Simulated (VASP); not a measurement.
# LiMg (Pmma) in VASP: notebook

The runs below take LiMg through single point, with LDA.

Program: VASP 6.6.1. These are calculated values, not measurements. Logs are shortened: lines on timing, memory, paths and dates and some standing lists are left out, and cuts for length are marked.

### Step 1. The cell of the first run

The structure is orthorhombic, space group Pmma (No. 51). Conventional cell: a = 4.871 Å, b = 3.312 Å, c = 4.892 Å, α = 90.00°, β = 90.00°, γ = 90.00°. Li (site symmetry mm2) has 8 Mg at 2.95 to 2.96 Å and 6 Li at 3.31 to 3.50 Å within 3.9 Å. Within 3.9 Å of Mg (site symmetry mm2) lie 8 Li at 2.95 to 2.96 Å and 6 Mg at 3.31 to 3.49 Å.

### Step 2. Single point, LDA

INCAR

```
SYSTEM = LiMg
ALGO     = Normal         ! electronic algorithm
EDIFF    = 1E-7           ! SCF threshold, eV
ENCUT    = 520            ! plane-wave cutoff, eV
GGA      = CA             ! functional
ISIF     = 2              ! what is computed and relaxed
ISMEAR   = 1              ! smearing method
LASPH    = .True.         ! aspherical terms in the spheres
LCHARG   = .False.        ! write CHGCAR
LREAL    = .False.        ! projectors in reciprocal space
LWAVE    = .False.        ! write WAVECAR
NBANDS   = 13             ! bands
NELM     = 100            ! most SCF steps
PREC     = Accurate       ! precision mode
SIGMA    = 0.05           ! smearing width, eV
```

KPOINTS

```
k-points
0
Gamma
  5 7 5
  0 0 0
```

POSCAR

```
LiMg
1.0
    4.8713404851      0.0000000000      0.0000000000
    0.0000000000      3.3121783535      0.0000000000
    0.0000000000      0.0000000000      4.8924951993
Li Mg
2 2
Direct
    0.7500000000      0.0000000000      0.2571170000
    0.2500000000      0.0000000000      0.7428830000
    0.2500000000      0.5000000000      0.2438730000
    0.7500000000      0.5000000000      0.7561270000
```

Potentials or basis: VASP PAW LDA potentials, release 64 (Li_sv, Mg).

Command:

```console
$ cat potpaw_LDA.64/Li_sv/POTCAR potpaw_LDA.64/Mg/POTCAR > POTCAR
$ mpirun -np 1 vasp_std > vasp.out
```

OUTCAR:

```text
SYSTEM = LiMg
   EDIFF = 1E-7
   ENCUT = 520
   GGA = CA
   ISIF = 2
   ISMEAR = 1
   LASPH = .True.
   LREAL = .False.
   NELM = 100
   PREC = Accurate

 ion  position               nearest neighbor table
   1  0.750  0.000  0.257-   3 2.95   3 2.95   3 2.95   3 2.95   4 2.95   4 2.95   4 2.96   4 2.96

   2  0.250  0.000  0.743-   4 2.95   4 2.95   4 2.95   4 2.95   3 2.95   3 2.95   3 2.96   3 2.96

   3  0.250  0.500  0.244-   1 2.95   1 2.95   1 2.95   1 2.95   2 2.95   2 2.95   2 2.96   2 2.96
                             4 3.41   4 3.41   4 3.49   4 3.49
   4  0.750  0.500  0.756-   2 2.95   2 2.95   2 2.95   2 2.95   1 2.95   1 2.95   1 2.96   1 2.96
                             3 3.41   3 3.41   3 3.49   3 3.49

  LATTYP: Found a simple orthorhombic cell.
 ALAT       =     3.3121783535
 B/A-ratio  =     1.4707361637
 C/A-ratio  =     1.4771231127

  Lattice vectors:

 A1 = (   0.0000000000,  -3.3121783535,   0.0000000000)
 A2 = (   4.8713404851,   0.0000000000,   0.0000000000)
 A3 = (   0.0000000000,   0.0000000000,   4.8924951993)

Analysis of symmetry for initial positions (statically):
=====================================================================
 Subroutine PRICEL returns:
 Original cell was already a primitive cell.

 Routine SETGRP: Setting up the symmetry group for a
 simple orthorhombic supercell.

 Subroutine GETGRP returns: Found  8 space group operations
 (whereof  4 operations were pure point group operations)
 out of a pool of  8 trial point group operations.

The static configuration has the point symmetry C_2h.
 The point group associated with its full space group is D_2h.

Analysis of symmetry for dynamics (positions and initial velocities):
=====================================================================
 Subroutine PRICEL returns:
 Original cell was already a primitive cell.

 Routine SETGRP: Setting up the symmetry group for a
 simple orthorhombic supercell.

 Subroutine GETGRP returns: Found  8 space group operations
 (whereof  4 operations were pure point group operations)
 out of a pool of  8 trial point group operations.

The dynamic configuration has the point symmetry C_2h.
 The point group associated with its full space group is D_2h.

 Subroutine INISYM returns: Found  8 space group operations
 (whereof  4 operations are pure point group operations),
 and found     1 'primitive' translations

----------------------------------------------------------------------------------------

                                     Primitive cell

  volume of cell :      78.9392

  direct lattice vectors                    reciprocal lattice vectors
     4.871340485  0.000000000  0.000000000     0.205282304  0.000000000  0.000000000
     0.000000000  3.312178353  0.000000000     0.000000000  0.301916109  0.000000000
     0.000000000  0.000000000  4.892495199     0.000000000  0.000000000  0.204394682

  length of vectors
     4.871340485  3.312178353  4.892495199     0.205282304  0.301916109  0.204394682

  position of ions in fractional coordinates (direct lattice)
     0.750000000  0.000000000  0.257117000
     0.250000000  0.000000000  0.742883000
     0.250000000  0.500000000  0.243873000
     0.750000000  0.500000000  0.756127000

  ion indices of the primitive-cell ions
   primitive index   ion index
                 1           1
                 2           2
                 3           3
                 4           4

----------------------------------------------------------------------------------------

 KPOINTS: k-points

Automatic generation of k-mesh.
 Grid dimensions read from file:
 generate k-points for:    5    7    5

 Generating k-lattice:

  Cartesian coordinates                     Fractional coordinates (reciprocal lattice)
     0.041056461  0.000000000  0.000000000     0.200000000  0.000000000  0.000000000
     0.000000000  0.043130873  0.000000000     0.000000000  0.142857143  0.000000000
     0.000000000  0.000000000  0.040878936     0.000000000  0.000000000  0.200000000

  Length of vectors
     0.041056461  0.043130873  0.040878936

  Shift w.r.t. Gamma in fractional coordinates (k-lattice)
     0.000000000  0.000000000  0.000000000

 Subroutine IBZKPT returns following result:
 ===========================================

 Found     36 irreducible k-points:

 Following reciprocal coordinates:
            Coordinates               Weight
  0.000000  0.000000  0.000000      1.000000
  0.200000  0.000000  0.000000      2.000000
  0.400000  0.000000  0.000000      2.000000
  0.000000  0.142857  0.000000      2.000000
  0.200000  0.142857  0.000000      4.000000
  0.400000  0.142857  0.000000      4.000000
[... 16 lines left out ...]
  0.200000  0.428571  0.200000      8.000000
  0.400000  0.428571  0.200000      8.000000
 [... further k-points ...]
   k-points           NKPTS =     36   k-points in BZ     NKDIM =     36   number of bands    NBANDS=     13
   number of dos      NEDOS =    301   number of ions     NIONS =      4
   total plane-waves  NPLWV =  36288
   dimension x,y,z NGX =    36 NGY =   28 NGZ =   36
   dimension x,y,z NGXF=    72 NGYF=   56 NGZF=   72
   ions per type =               2   2
   NGX,Y,Z   is equivalent  to a cutoff of  12.29, 14.05, 12.23 a.u.
   NGXF,Y,Z  is equivalent  to a cutoff of  24.57, 28.11, 24.47 a.u.
 SYSTEM =  LiMg
   PREC   = accura    normal or accurate (medium, high low for compatibility)
   ISTART =      0    job   : 0-new  1-cont  2-samecut
   ICHARG =      2    charge: 1-file 2-atom 10-const
   ISPIN  =      1    spin polarized calculation?
   LNONCOLLINEAR =      F non collinear calculations
   LSORBIT =      F    spin-orbit coupling
   LASPH  =      T    aspherical Exc in radial PAW
   ENCUT  =  520.0 eV  38.22 Ry    6.18 a.u.   9.06  6.16  9.10*2*pi/ulx,y,z
   NELM   =    100;   NELMIN=  2; NELMDL= -5     # of ELM steps
   EDIFF  = 0.1E-06   stopping-criterion for ELM
   LREAL  =      F    real-space projection
   EDIFFG = 0.1E-05   stopping-criterion for IOM
   NSW    =      0    number of steps for IOM
   IBRION =     -1    ionic relax: 0-MD 1-quasi-New 2-CG
   NFREE  =      0    steps in history (QN), initial steepest desc. (CG)
   ISIF   =      2    stress and relaxation
   ISYM   =      2    0-nonsym 1-usesym 2-fastsym
   POTIM  = 0.5000    time-step for ionic-motion
   TEBEG  =    0.0;   TEEND  =   0.0 temperature during run
   PSTRESS=    0.0 pullay stress
   NELECT =      10.0000    total number of electrons
   NUPDOWN=      -1.0000    fix difference up-down
   EMIN   =  10.00;   EMAX   =-10.00  energy-range for DOS
   EFERMI =   0.00;   METHOD = LEGACY
   ISMEAR =     1;   SIGMA  =   0.05  broadening in eV -4-tet -1-fermi 0-gaus
   EFERMI_NEDOS =   21; number of points for ismear=-14 and -15
   IALGO  =     38    algorithm
   IMIX   =      4    mixing-type and parameters
     AMIX     =   0.40;   BMIX     =  1.00
     AMIX_MAG =   1.60;   BMIX_MAG =  1.00
  volume/ion in A,a.u.               =      19.73       133.18
  Fermi-wavevector in a.u.,A,eV,Ry     =   0.822200  1.553732  9.197706  0.676012
  Thomas-Fermi vector in A             =   1.933493
   LORBIT       =      0    0 simple, 1 ext, 2 COOP (PROOUT), +10 PAW based schemes
   GGA     = CA    functional components
   LHFCALC =     F    Hartree Fock is set to
   AEXX    =    0.0000 exact exchange contribution
   IVDW    =     0    specifies the selected vdW correction
   LEPSILON=     F    determine dielectric tensor
   LRPA    =     F    only Hartree local field effects (RPA)
 non-spin polarized calculation
 Methfessel and Paxton  Order N= 1 SIGMA  =   0.05
  energy-cutoff  :      520.00
  volume of cell :       78.94
 maximum number of plane-waves:      2138
   NGX = 19   NGY = 13   NGZ = 19

 number of electron      10.0000000 magnetization

 number of electron       9.9999999 magnetization

 Free energy of the ion-electron system (eV)
  ---------------------------------------------------
  ext. energy  EPLUGINS =         0.00000000
  ---------------------------------------------------
  free energy    TOTEN  =        -8.01715374 eV

  energy without entropy =       -8.01635970  energy(sigma->0) =       -8.01688906

 E-fermi :   1.8757     XC(G=0):  -8.2739

 val. band max:        1.8639608630   @ k =   0.2000   0.4286   0.0000
 cond. band min:       1.8757422509   @ k =   0.2000   0.0000   0.4000
 fundamental gap:      0.0117813879
 Fermi energy:         1.8756523868

 k-point     1 :       0.0000    0.0000    0.0000
  band No.  band energies     occupation
      1     -43.4247      2.00000
      2     -43.4210      2.00000
      3      -3.7974      2.00000
      4       1.0685      2.00000
      5       1.1039      2.00000
      6       1.8282      2.03808
      7       3.9207      0.00000
      8       6.5303      0.00000
      9       6.5694      0.00000
     10       7.5507      0.00000
     11       7.5522      0.00000
     12       7.9912      0.00000
     13      12.1372      0.00000

 k-point     2 :       0.2000    0.0000    0.0000
  band No.  band energies     occupation
      1     -43.4244      2.00000
      2     -43.4214      2.00000
      3      -3.5788      2.00000
      4      -0.3623      2.00000
      5       1.3058      2.00000
      6       2.9065      0.00000
      7       4.8219      0.00000
      8       4.9644      0.00000
      9       5.6463      0.00000
     10       7.7755      0.00000
     11       9.0488      0.00000
     12       9.7234      0.00000
     13      11.0366      0.00000
[... 321 lines left out ...]
 k-point    23 :       0.2000    0.4286    0.2000
  band No.  band energies     occupation
      1     -43.4213      2.00000
      2     -43.4189      2.00000
      3      -1.2706      2.00000
      4       0.7649      2.00000
      5       1.8142      2.07091
      6       2.1668     -0.00000
      7       3.9038      0.00000
      8       4.3630      0.00000
      9       5.8234      0.00000
     10       6.7010      0.00000
     11       7.1957      0.00000
     12       7.5513      0.00000
     13       8.9308      0.00000

 k-point    24 :       0.4000    0.4286    0.2000
  band No.  band energies     occupation
      1     -43.4206      2.00000
      2     -43.4197      2.00000
      3      -0.5801      2.00000
      4       0.5275      2.00000
      5       1.2488      2.00000
      6       1.9057      0.15942
      7       3.5019      0.00000
      8       4.3668      0.00000
      9       4.9710      0.00000
     10       6.0777      0.00000
     11       7.8550      0.00000
     12       8.7813      0.00000
     13       9.0461      0.00000

 [... further k-points ...]
[... 5 lines left out ...]
  --------------------------------------------------------------------------------------
  -------------------------------------------------------------------------------------
  Total       -0.6159333     -0.5333010     -0.6867222      0.0000000      0.0000000      0.0000000
  in kB      -12.5011992    -10.8240638    -13.9379558      0.0000000      0.0000000      0.0000000
  external PRESSURE =     -12.4210729 kB  Pullay stress =       0.0000000 kB

 VOLUME and BASIS-vectors are now :
 -----------------------------------------------------------------------------
  energy-cutoff  :      520.00
  volume of cell :       78.94
      direct lattice vectors                 reciprocal lattice vectors
     4.871340485  0.000000000  0.000000000     0.205282304  0.000000000  0.000000000
     0.000000000  3.312178353  0.000000000     0.000000000  0.301916109  0.000000000
     0.000000000  0.000000000  4.892495199     0.000000000  0.000000000  0.204394682

 POSITION                                       TOTAL-FORCE (eV/Angst)
 -----------------------------------------------------------------------------------
      3.65351      0.00000      1.25794        -0.000000      0.000000     -0.017451
      1.21784      0.00000      3.63455         0.000000      0.000000      0.017451
      1.21784      1.65609      1.19315        -0.000000      0.000000      0.002314
      3.65351      1.65609      3.69935        -0.000000      0.000000     -0.002314
 -----------------------------------------------------------------------------------
    total drift:                                0.000000     -0.000000     -0.000000

  FREE ENERGIE OF THE ION-ELECTRON SYSTEM (eV)
  ---------------------------------------------------
  free  energy   TOTEN  =        -8.0171537369 eV

  energy  without entropy=       -8.0163596983  energy(sigma->0) =       -8.01688906
```

It took 19 s on 1 thread of Intel Xeon Platinum 8488C (Sapphire Rapids), shared host; peak memory 0.17 GiB.

What came out:

```
Free energy            : -8.0172 eV
Largest force          : 0.017 eV/Å
Band gap on the k mesh : zero (band 5 reaches 3.43 eV, above the bottom of band 6 at 0.48 eV)
```

Forces in eV/Å, atoms in the order of the input:
```
Li   0.000  0.000 -0.017
Li   0.000  0.000  0.017
Mg   0.000  0.000  0.002
Mg   0.000  0.000 -0.002
```

Levels at points of the mesh, in eV from the Fermi level:
| k point | band 3 | band 4 | band 5 | band 6 | band 7 | band 8 |
| --- | --- | --- | --- | --- | --- | --- |
| (0.00, 0.00, 0.00) | -5.67 | -0.81 | -0.77 | -0.05 | 2.05 | 4.65 |

Caveat: the cutoff is under 1.25 times the usual one of these potentials, so pressure, stress and relaxed cells hold a basis-set (Pulay) error.

### Step 3. Single point, LDA

This run uses another cell than the first one, of 20.24 Å³/atom, 1.026 times its volume.

INCAR

```
SYSTEM = LiMg
PREC = Accurate ; ENCUT = 520
EDIFF = 1E-6 ; ISMEAR = 1
SIGMA = 0.05 ; LREAL = .FALSE.
LASPH = .TRUE. ; NELM = 60
ALGO = Normal ; ISIF = 2
LWAVE = .FALSE. ; LCHARG = .FALSE.
NBANDS = 13
```

KPOINTS

```
Automatic mesh
0
G
  5 7 5
  0 0 0
```

POSCAR

```
LiMg
1.0
    4.9126250000      0.0000000000      0.0000000000
    0.0000000000      3.3402490000      0.0000000000
    0.0000000000      0.0000000000      4.9339590000
Li Mg
2 2
Direct
    0.7500000000      0.0000000000      0.2571170000
    0.2500000000      0.0000000000      0.7428830000
    0.2500000000      0.5000000000      0.2438730000
    0.7500000000      0.5000000000      0.7561270000
```

Potentials or basis: VASP PAW LDA potentials, release 64 (Li_sv, Mg).

Command:

```console
$ cat potpaw_LDA.64/Li_sv/POTCAR potpaw_LDA.64/Mg/POTCAR > POTCAR
$ mpirun -np 1 vasp_std > vasp.out
```

Run time: 22 s. Hardware: 1 thread of Intel Xeon Platinum 8488C (Sapphire Rapids), shared host; peak memory 0.18 GiB.

The run converged. Its results:

| Property | Result |
| --- | --- |
| Free energy | -7.9985 eV |
| Largest force | 0.017 eV/Å |
| Band gap on the k mesh | zero (band 5 reaches 3.31 eV, above the bottom of band 6 at 0.39 eV) |

Forces on the atoms (eV/Å):
```
Li   0.000  0.000 -0.017
Li   0.000  0.000  0.017
Mg   0.000  0.000  0.000
Mg   0.000  0.000  0.000
```

Levels at points of the mesh, in eV from the Fermi level:
```
           k point  band 2  band 3  band 4  band 5  band 6  band 7  band 8  band 9
(0.00, 0.00, 0.00)  -45.34   -5.60   -0.79   -0.75   -0.10    2.00    4.57    4.61
```

Caveat: the cutoff is under 1.25 times the usual one of these potentials, so pressure, stress and relaxed cells hold a basis-set (Pulay) error.

[end of part 1 of 2]
